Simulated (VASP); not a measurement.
B3Ir: single point with PBE

B3Ir:

```
B Ir
1.0
     3.28702    0.00000    0.00000
     0.00000    3.28702    0.00000
     0.00000    0.00000    3.25323
B Ir
3 1
Direct
  0.00000 0.50000 0.50000
  0.50000 0.00000 0.50000
  0.50000 0.50000 0.00000
  0.00000 0.00000 0.00000
```

```yaml
Program: VASP 6.6.1
Task: single point
Functional: PBE
Potentials_or_basis: VASP PAW PBE potentials, release 64 (B, Ir)
Cutoff: 520 eV
k_mesh: 6 × 6 × 6
Occupations: gaussian, width 0.1 eV
Spin: no spin polarisation
Dipole_correction: no
Further_INCAR_settings: ALGO = Normal; EDIFF = 1e-06; NBANDS = 17
```

- Pressure: -8.4 GPa
- Band gap on the k mesh: zero (band 9 reaches 9.86 eV, above the bottom of band 10 at 9.17 eV)

Stress tensor (GPa, compression positive):
```
-8.60  0.00  0.00
 0.00 -8.60  0.00
 0.00  0.00 -8.11
```

Levels at points of the mesh, in eV from the Fermi level:
| k point | band 6 | band 7 | band 8 | band 9 | band 10 | band 11 | band 12 | band 13 |
| --- | --- | --- | --- | --- | --- | --- | --- | --- |
| (0.00, 0.00, 0.00) | -4.72 | -3.58 | -3.55 | -3.55 | 2.52 | 2.52 | 2.54 | 3.17 |
| (0.50, 0.00, 0.00) | -3.38 | -2.75 | -0.73 | -0.70 | -0.59 | 1.81 | 2.11 | 2.13 |
| (0.50, 0.50, 0.00) | -6.08 | -2.65 | -1.89 | -1.58 | 0.21 | 2.65 | 2.65 | 4.36 |
| (0.00, 0.00, 0.50) | -3.38 | -2.57 | -0.80 | -0.68 | -0.68 | 1.77 | 2.13 | 2.13 |
| (0.50, 0.00, 0.50) | -6.09 | -2.55 | -1.78 | -1.72 | 0.10 | 2.47 | 2.49 | 4.37 |
| (0.50, 0.50, 0.50) | -6.24 | -6.20 | -2.23 | -2.15 | 0.63 | 2.26 | 2.37 | 2.37 |

Wall time 14 s on 1 thread of AMD EPYC 7R43 64-Core Processor (Zen 3), with other jobs on the host, peak memory 0.12 GiB.

Caveat: spin-orbit coupling is left out, which moves the levels of the heavy elements.
